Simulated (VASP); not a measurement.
The system is In3S2.

```xyz
5
Lattice="5.3282 0.0000 0.0000 0.0000 5.3282 0.0000 0.0000 0.0000 5.3702" Properties=species:S:1:pos:R:3 pbc="T T T"
In    0.0000    2.6641    2.6851
In    2.6641    0.0000    2.6851
In    0.0000    0.0000    2.6851
S     0.0000    2.6641    0.0000
S     2.6641    0.0000    0.0000
```

The cell was built from a structure type or drawn by symmetry, and may not be a known phase.

- Program: VASP 6.6.1
- Task: relaxation of cell and atoms
- Functional: PBE
- Potentials or basis: VASP PAW PBE potentials, release 64 (In_d, S)
- Cutoff: 600 eV
- k mesh: 4 × 4 × 4
- Occupations: gaussian, width 0.1 eV
- Spin: no spin polarisation

At the start: pressure 1.7 GPa; volume 30.49 Å³/atom.

How do energy, volume and symmetry change on relaxing?

Over 8 steps the energy falls by 278.8 meV/atom and the volume is 38.03 Å³/atom (+24.7 %); space group P4/mmm (No. 123, to 0.1 Å) before and after.

Step by step:
| step | energy change (eV) | largest force (eV/Å) | pressure (GPa) | volume (Å³) |
| --- | --- | --- | --- | --- |
| 1 | 0.0000 | 0.0000 | 1.73 | 152.46 |
| 2 | -1.0723 | 0.0000 | 3.18 | 158.74 |
| 3 | -1.0985 | 0.0000 | 4.18 | 159.77 |
| 4 | -1.3802 | 0.0000 | 0.22 | 183.80 |
| 5 | -1.3848 | 0.0000 | -0.30 | 188.92 |
| 6 | -1.3850 | 0.0000 | -0.24 | 188.22 |
| 7 | -1.3925 | 0.0000 | 0.20 | 190.96 |
| 8 | -1.3941 | 0.0000 | 0.06 | 190.17 |

Final structure:
```
In S
1.0
     6.19273    0.00000    0.00000
     0.00000    6.19273    0.00000
     0.00000    0.00000    4.95881
In S
3 2
Direct
  0.00000 0.50000 0.50000
  0.50000 0.00000 0.50000
  0.00000 0.00000 0.50000
  0.00000 0.50000 0.00000
  0.50000 0.00000 0.00000
```

Caveat: the volume moved by over 15 % at a fixed basis, so the end points are rough.
